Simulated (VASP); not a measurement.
# W: single point with PBE

W:

```
W
1.0
    -2.55730    2.55730    1.34866
     2.55730   -2.55730    1.34866
     2.55730    2.55730   -1.34866
W
2
Direct
  0.00000 0.00000 0.00000
  0.75000 0.25000 0.50000
```

| Item | Value |
| --- | --- |
| Program | VASP 6.6.1 |
| Task | single point |
| Functional | PBE |
| Potentials or basis | VASP PAW PBE potentials, release 64 (W_sv) |
| Cutoff | 520 eV |
| k mesh | 8 × 8 × 8 |
| Occupations | gaussian, width 0.1 eV |
| Spin | no spin polarisation |
| Dipole correction | no |
| Further INCAR settings | ALGO = Fast; EDIFF = 1e-07; NBANDS = 21 |

* Pressure: 0.6 GPa
* Band gap on the k mesh: zero (band 14 reaches 12.08 eV, above the bottom of band 15 at 9.39 eV)

Levels at points of the mesh, in eV from the Fermi level:
| k point | band 10 | band 11 | band 12 | band 13 | band 14 | band 15 | band 16 | band 17 | band 18 | band 19 |
| --- | --- | --- | --- | --- | --- | --- | --- | --- | --- | --- |
| (0.00, 0.00, 0.00) | -5.47 | -3.79 | -3.64 | -2.59 | 2.13 | 2.13 | 2.18 | 2.18 | 4.77 | 5.26 |
| (0.50, 0.00, 0.00) | -4.71 | -3.31 | -2.60 | -0.44 | -0.31 | -0.28 | 1.91 | 2.91 | 3.34 | 6.86 |
| (0.50, 0.50, 0.00) | -5.58 | -2.96 | -2.96 | -1.31 | -1.31 | 0.34 | 0.34 | 3.18 | 3.18 | 3.50 |
| (0.50, 0.50, 0.50) | -5.44 | -2.51 | -2.51 | -0.70 | -0.70 | 1.06 | 1.06 | 2.69 | 2.69 | 2.72 |

Wall time 54 s on 1 thread of AMD EPYC 7R13 Processor (Zen 3) (shared host), peak memory 0.15 GiB.

Caveat: spin-orbit coupling is left out, which moves the levels of the heavy elements.
